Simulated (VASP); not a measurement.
# TiO2 (P3_121) in VASP: notebook

Runs on TiO2. Level: r2SCAN. Tasks: single point.

Program: VASP 6.6.1. These are calculated values, not measurements. Logs are shortened: lines on timing, memory, paths and dates and some standing lists are left out, and cuts for length are marked.

### Step 1. The cell of the first run

It takes space group P3_121 (No. 152, trigonal). The conventional cell has a = 6.007 Å, b = 6.007 Å, c = 6.303 Å, α = 90.00°, β = 90.00°, γ = 120.00°. Within 2.5 Å of Ti (site symmetry 2) lie 4 O at 1.92 to 1.94 Å. Within 2.5 Å of O (site symmetry 1) lie 2 Ti at 1.92 to 1.94 Å.

### Step 2. Single point, r2SCAN (strain +0.080 along x and y, +0.040 along z)

The input, POSCAR:

```
TiO2
1.0
    6.0069468606      0.0000000000      0.0000000000
   -3.0034734303      5.2021685805      0.0000000000
    0.0000000000      0.0000000000      6.3026340651
Ti O
3 6
Direct
    0.4661652025      0.0000000000      0.3333333333
    0.0000000000      0.4661652025      0.6666666667
    0.5338347975      0.5338347975      0.0000000000
    0.4189423308      0.2717377456      0.2136010424
    0.7282622544      0.1472045851      0.5469343757
    0.8527954149      0.5810576692      0.8802677091
    0.2717377456      0.4189423308      0.7863989576
    0.1472045851      0.7282622544      0.4530656243
    0.5810576692      0.8527954149      0.1197322909
```

The input, INCAR.step1:

```
  PREC = Accurate
  ENCUT = 520
  ISMEAR = 0
  SIGMA = 0.05
  LREAL = False
  LASPH = True
  NELM = 100
  NBANDS = 46
  GGA = PE
  ALGO = Normal
  EDIFF = 1E-4
  LWAVE = True
  LCHARG = False
```

The input, INCAR.step2:

```
  PREC = Accurate
  ENCUT = 520
  EDIFF = 1E-6
  ISMEAR = 0
  SIGMA = 0.05
  LREAL = False
  LASPH = True
  NELM = 100
  ALGO = Normal
  ISIF = 2
  LWAVE = False
  LCHARG = True
  METAGGA = R2SCAN
  LMIXTAU = True
  LELF = True
  LVHAR = True
  NBANDS = 46
  ISTART = 1
```

The input, KPOINTS:

```
regular mesh
0
Gamma
  6 6 4
```

Potentials or basis: VASP PAW PBE potentials, release 64 (Ti_sv, O).

Command:

```console
$ cat potpaw_PBE.64/Ti_sv/POTCAR potpaw_PBE.64/O/POTCAR > POTCAR
$ cp INCAR.step1 INCAR
$ mpirun -np 1 vasp_std > vasp.out
$ cp INCAR.step2 INCAR
$ mpirun -np 1 vasp_std > vasp.out
```

OUTCAR:

```text
PREC = Accurate
   ENCUT = 520
   EDIFF = 1E-6
   ISMEAR = 0
   LREAL = False
   LASPH = True
   NELM = 100
   ISIF = 2
   METAGGA = R2SCAN
   ISTART = 1

 ion  position               nearest neighbor table
   1  0.466  0.000  0.333-   9 1.92   5 1.92   4 1.94   8 1.94
   2  0.000  0.466  0.667-   6 1.92   8 1.92   7 1.94   5 1.94
   3  0.534  0.534  0.000-   7 1.92   4 1.92   6 1.94   9 1.94
   4  0.419  0.272  0.214-   3 1.92   1 1.94
   5  0.728  0.147  0.547-   1 1.92   2 1.94
   6  0.853  0.581  0.880-   2 1.92   3 1.94
   7  0.272  0.419  0.786-   3 1.92   2 1.94
   8  0.147  0.728  0.453-   2 1.92   1 1.94
   9  0.581  0.853  0.120-   1 1.92   3 1.94

  LATTYP: Found a hexagonal cell.
 ALAT       =     6.0069468606
 C/A-ratio  =     1.0492242085

  Lattice vectors:

 A1 = (   6.0069468606,   0.0000000000,   0.0000000000)
 A2 = (  -3.0034734303,   5.2021685805,   0.0000000000)
 A3 = (   0.0000000000,   0.0000000000,   6.3026340651)

Analysis of symmetry for initial positions (statically):
=====================================================================
 Subroutine PRICEL returns:
 Original cell was already a primitive cell.

 Routine SETGRP: Setting up the symmetry group for a
 hexagonal supercell.

 Subroutine GETGRP returns: Found  6 space group operations
 (whereof  2 operations were pure point group operations)
 out of a pool of 24 trial point group operations.

The static configuration has the point symmetry C_2 .
 The point group associated with its full space group is D_3 .

Analysis of symmetry for dynamics (positions and initial velocities):
=====================================================================
 Subroutine PRICEL returns:
 Original cell was already a primitive cell.

 Routine SETGRP: Setting up the symmetry group for a
 hexagonal supercell.

 Subroutine GETGRP returns: Found  6 space group operations
 (whereof  2 operations were pure point group operations)
 out of a pool of 24 trial point group operations.

The dynamic configuration has the point symmetry C_2 .
 The point group associated with its full space group is D_3 .

[... 110 lines left out ...]
   NELM   =    100;   NELMIN=  2; NELMDL=  0     # of ELM steps
   EDIFF  = 0.1E-05   stopping-criterion for ELM
   LREAL  =      F    real-space projection
   EDIFFG = 0.1E-04   stopping-criterion for IOM
   NSW    =      0    number of steps for IOM
   IBRION =     -1    ionic relax: 0-MD 1-quasi-New 2-CG
   NFREE  =      0    steps in history (QN), initial steepest desc. (CG)
   ISIF   =      2    stress and relaxation
   ISYM   =      2    0-nonsym 1-usesym 2-fastsym
   POTIM  = 0.5000    time-step for ionic-motion
   TEBEG  =    0.0;   TEEND  =   0.0 temperature during run
   PSTRESS=    0.0 pullay stress
   NELECT =      72.0000    total number of electrons
   NUPDOWN=      -1.0000    fix difference up-down
   EMIN   =  10.00;   EMAX   =-10.00  energy-range for DOS
   EFERMI =   0.00;   METHOD = LEGACY
   ISMEAR =     0;   SIGMA  =   0.05  broadening in eV -4-tet -1-fermi 0-gaus
   EFERMI_NEDOS =   21; number of points for ismear=-14 and -15
   IALGO  =     38    algorithm
   IMIX   =      4    mixing-type and parameters
     AMIX     =   0.40;   BMIX     =  1.00
     AMIX_MAG =   1.60;   BMIX_MAG =  1.00
  volume/ion in A,a.u.               =      21.88       147.68
  Fermi-wavevector in a.u.,A,eV,Ry     =   1.170574  2.212064 18.643296  1.370244
  Thomas-Fermi vector in A             =   2.307031
   LORBIT       =      0    0 simple, 1 ext, 2 COOP (PROOUT), +10 PAW based schemes
   METAGGA = R2SCAN    functional components
   LHFCALC =     F    Hartree Fock is set to
   AEXX    =    0.0000 exact exchange contribution
   IVDW    =     0    specifies the selected vdW correction
   LEPSILON=     F    determine dielectric tensor
   LRPA    =     F    only Hartree local field effects (RPA)
 non-spin polarized calculation
 Gauss-broadening in eV      SIGMA  =   0.05
  energy-cutoff  :      520.00
  volume of cell :      196.95
 maximum number of plane-waves:      5349
 NGX is ok and might be reduce to    48
   NGX = 23   NGY = 23   NGZ = 23

 number of electron      72.0000000 magnetization

 Free energy of the ion-electron system (eV)
  ---------------------------------------------------
  ext. energy  EPLUGINS =         0.00000000
  ---------------------------------------------------
  free energy    TOTEN  =      -101.41403889 eV

  energy without entropy =     -101.41403889  energy(sigma->0) =     -101.41403889

 E-fermi :  -1.8814     XC(G=0):  -7.7608

 val. band max:       -2.1818934207   @ k =   0.0000   0.0000   0.5000
 cond. band min:       0.9556248446   @ k =   0.0000   0.0000   0.0000
 fundamental gap:      3.1375182653
 Fermi energy:        -1.8814440001

 k-point     1 :       0.0000    0.0000    0.0000
  band No.  band energies     occupation
      1     -60.6704      2.00000
      2     -60.6652      2.00000
      3     -60.6652      2.00000
      4     -35.8618      2.00000
      5     -35.8617      2.00000
      6     -35.8566      2.00000
[... 1165 lines left out ...]
     45       2.5454      0.00000
     46       2.8861      0.00000

------------------------ aborting loop because EDIFF is reached ----------------------------------------

  FORCE on cell =-STRESS in cart. coord.  units (eV):
  Direction    XX          YY          ZZ          XY          YZ          ZX
  --------------------------------------------------------------------------------------
  -------------------------------------------------------------------------------------
  Total      -21.0857022    -21.0857022    -18.8620418      0.0000000      0.0000000     -0.0000000
  in kB     -171.5293128   -171.5293128   -153.4401382      0.0000000      0.0000000     -0.0000000
  external PRESSURE =    -165.4995879 kB  Pullay stress =       0.0000000 kB

 VOLUME and BASIS-vectors are now :
 -----------------------------------------------------------------------------
  energy-cutoff  :      520.00
  volume of cell :      196.95
      direct lattice vectors                 reciprocal lattice vectors
     6.006946861  0.000000000  0.000000000     0.166473921  0.096113763  0.000000000
    -3.003473430  5.202168581  0.000000000     0.000000000  0.192227527  0.000000000
     0.000000000  0.000000000  6.302634065     0.000000000  0.000000000  0.158663821

 POSITION                                       TOTAL-FORCE (eV/Angst)
 -----------------------------------------------------------------------------------
      2.80023      0.00000      2.10088         0.137834      0.000000     -0.000000
     -1.40011      2.42507      4.20176        -0.068917      0.119368      0.000000
      1.60336      2.77710      0.00000        -0.068917     -0.119368      0.000000
      1.70041      1.41363      1.34625         1.292234     -0.053968     -0.742467
      3.93251      0.76578      3.44713        -0.599379      1.146092     -0.742467
      3.37751      3.02276      5.54801        -0.692855     -1.092124     -0.742467
      0.37403      2.17941      4.95638        -0.692855      1.092124      0.742467
     -1.30307      3.78854      2.85551         1.292234      0.053968      0.742467
      0.92903      4.43639      0.75463        -0.599379     -1.146092      0.742467
 -----------------------------------------------------------------------------------
    total drift:                                0.000002      0.000002      0.000000

  FREE ENERGIE OF THE ION-ELECTRON SYSTEM (eV)
  ---------------------------------------------------
  free  energy   TOTEN  =      -101.4140388889 eV

  energy  without entropy=     -101.4140388889  energy(sigma->0) =     -101.41403889
```

OUTCAR.step1:

```text
PREC = Accurate
   ENCUT = 520
   ISMEAR = 0
   LREAL = False
   LASPH = True
[... 1424 lines left out ...]
      3.37751      3.02276      5.54801        -0.628437     -0.968877     -0.667163
      0.37403      2.17941      4.95638        -0.628437      0.968877      0.667163
     -1.30307      3.78854      2.85551         1.153291      0.059804      0.667163
      0.92903      4.43639      0.75463        -0.524853     -1.028681      0.667163
 -----------------------------------------------------------------------------------
    total drift:                                0.000002      0.000002      0.000000

  FREE ENERGIE OF THE ION-ELECTRON SYSTEM (eV)
  ---------------------------------------------------
  free  energy   TOTEN  =       -78.8261933537 eV

  energy  without entropy=      -78.8261933537  energy(sigma->0) =      -78.82619335
```

OSZICAR.step1:

```text
N       E                     dE             d eps       ncg     rms          rms(c)
DAV:   1     0.975635685814E+03    0.97564E+03   -0.36147E+04  2296   0.160E+03
DAV:   2     0.636232755634E+02   -0.91201E+03   -0.87638E+03  2604   0.483E+02
DAV:   3    -0.934884828209E+02   -0.15711E+03   -0.15617E+03  3012   0.194E+02
DAV:   4    -0.105539003791E+03   -0.12051E+02   -0.12032E+02  3736   0.525E+01
DAV:   5    -0.106381094214E+03   -0.84209E+00   -0.84182E+00  3272   0.968E+00    0.360E+01
DAV:   6    -0.821476392628E+02    0.24233E+02   -0.22305E+02  3390   0.926E+01    0.231E+01
DAV:   7    -0.801478287439E+02    0.19998E+01   -0.82533E+01  3226   0.502E+01    0.106E+01
DAV:   8    -0.789861573958E+02    0.11617E+01   -0.36826E+00  2904   0.128E+01    0.580E+00
DAV:   9    -0.790940280721E+02   -0.10787E+00   -0.49834E+00  3386   0.128E+01    0.517E+00
DAV:  10    -0.789327303544E+02    0.16130E+00   -0.41191E+00  3048   0.123E+01    0.254E+00
DAV:  11    -0.788324354989E+02    0.10029E+00   -0.82790E-01  3130   0.509E+00    0.692E-01
DAV:  12    -0.788266796892E+02    0.57558E-02   -0.77151E-02  3218   0.181E+00    0.260E-01
DAV:  13    -0.788277511657E+02   -0.10715E-02   -0.41816E-03  3050   0.325E-01    0.340E-01
DAV:  14    -0.788261435653E+02    0.16076E-02   -0.75329E-03  3118   0.496E-01    0.193E-02
DAV:  15    -0.788261933537E+02   -0.49788E-04   -0.33954E-04  2474   0.985E-02
   1 F= -.78826193E+02 E0= -.78826193E+02  d E =-.205352E-26
```

It took 9 min on 1 thread of Intel Xeon 6975P-C (Granite Rapids), shared host; peak memory 0.46 GiB.

What came out:

- Free energy: -101.4140 eV
- Pressure: -16.5 GPa
- Largest force: 1.491 eV/Å
- Band gap on the k mesh: 3.14 eV (least direct gap 3.15 eV)

Forces on the atoms (eV/Å):
```
Ti   0.138  0.000  0.000
Ti  -0.069  0.119  0.000
Ti  -0.069 -0.119  0.000
O    1.292 -0.054 -0.742
O   -0.599  1.146 -0.742
O   -0.693 -1.092 -0.742
O   -0.693  1.092  0.742
O    1.292  0.054  0.742
O   -0.599 -1.146  0.742
```

Stress tensor (GPa, compression positive):
```
-17.15   0.00   0.00
  0.00 -17.15   0.00
  0.00   0.00 -15.34
```

Levels at points of the mesh, in eV from the valence-band top:
```
           k point  band 32  band 33  band 34  band 35  band 36  band 37  band 38  band 39  band 40  band 41
(0.00, 0.00, 0.00)    -0.71    -0.71    -0.36    -0.31    -0.31     3.14     3.60     3.60     3.90     3.93
(0.50, 0.00, 0.00)    -0.78    -0.78    -0.68    -0.20    -0.06     3.33     3.35     3.56     4.05     4.38
(0.00, 0.00, 0.50)    -0.99    -0.64    -0.10    -0.10     0.00     3.15     3.40     3.40     3.73     3.73
(0.50, 0.00, 0.50)    -0.77    -0.63    -0.42    -0.31    -0.26     3.51     3.73     3.74     4.02     4.06
```

Caveat: the cell differs from its parent crystal (strain +0.080 along x and y, +0.040 along z); the cell stands under tension; the PAW data sets were made with another functional, which shifts forces and pressure a little. A k mesh can miss the band edges.

### Step 3. Single point, r2SCAN (strain +0.080 along x and y, +0.080 along z)

Edit POSCAR of step 2 so:

```diff
@@ -4,3 +4,3 @@
    -3.0034734303      5.2021685805      0.0000000000
-    0.0000000000      0.0000000000      6.3026340651
+    0.0000000000      0.0000000000      6.5450430676
 Ti O
```

The input, INCAR.step1:

```
PREC = Accurate
ENCUT = 520
ISMEAR = 0
SIGMA = 0.05
LREAL = False
LASPH = True
NELM = 80
NBANDS = 46
GGA = PE
ALGO = Normal
EDIFF = 1E-4
LWAVE = True
LCHARG = False
```

The input, INCAR.step2:

```
PREC = Accurate
ENCUT = 520
EDIFF = 1E-6
ISMEAR = 0
SIGMA = 0.05
LREAL = False
LASPH = True
NELM = 80
ALGO = Normal
ISIF = 2
LWAVE = False
LCHARG = False
METAGGA = R2SCAN
LMIXTAU = True
NBANDS = 46
ISTART = 1
```

The input, KPOINTS:

```
Automatic mesh
0
Gamma
  6 6 4
```

Potentials or basis: VASP PAW PBE potentials, release 64 (Ti_sv, O).

Command:

```console
$ cat potpaw_PBE.64/Ti_sv/POTCAR potpaw_PBE.64/O/POTCAR > POTCAR
$ cp INCAR.step1 INCAR
$ mpirun -np 1 vasp_std > vasp.out
$ cp INCAR.step2 INCAR
$ mpirun -np 1 vasp_std > vasp.out
```

Wall time 10 min (1 thread of Intel Xeon 6975P-C (Granite Rapids), shared host); peak memory 0.47 GiB.

Results (log left out):

* Free energy: -100.6185 eV
* Pressure: -18.4 GPa
* Largest force: 1.674 eV/Å
* Band gap on the k mesh: 2.98 eV

Forces on the atoms (eV/Å):
```
Ti   0.147  0.000  0.000
Ti  -0.073  0.127  0.000
Ti  -0.073 -0.127  0.000
O    1.426 -0.084 -0.874
O   -0.640  1.276 -0.874
O   -0.785 -1.193 -0.874
O   -0.785  1.193  0.874
O    1.426  0.084  0.874
O   -0.640 -1.276  0.874
```

Stress tensor (GPa, compression positive):
```
-18.29   0.00   0.00
  0.00 -18.29   0.00
  0.00   0.00 -18.53
```

Levels at points of the mesh, in eV from the valence-band top:
| k point | band 34 | band 35 | band 36 | band 37 | band 38 | band 39 |
| --- | --- | --- | --- | --- | --- | --- |
| (0.00, 0.00, 0.00) | -0.29 | -0.27 | -0.27 | 3.03 | 3.43 | 3.43 |
| (0.50, 0.00, 0.00) | -0.66 | -0.18 | -0.05 | 3.18 | 3.19 | 3.39 |
| (0.00, 0.00, 0.50) | -0.07 | -0.07 | 0.00 | 2.99 | 3.27 | 3.27 |
| (0.50, 0.00, 0.50) | -0.39 | -0.29 | -0.23 | 3.37 | 3.53 | 3.57 |

Caveat: the cell differs from its parent crystal (strain +0.080 along x and y, +0.080 along z); the cell stands under tension; the PAW data sets were made with another functional, which shifts forces and pressure a little. A k mesh can miss the band edges.
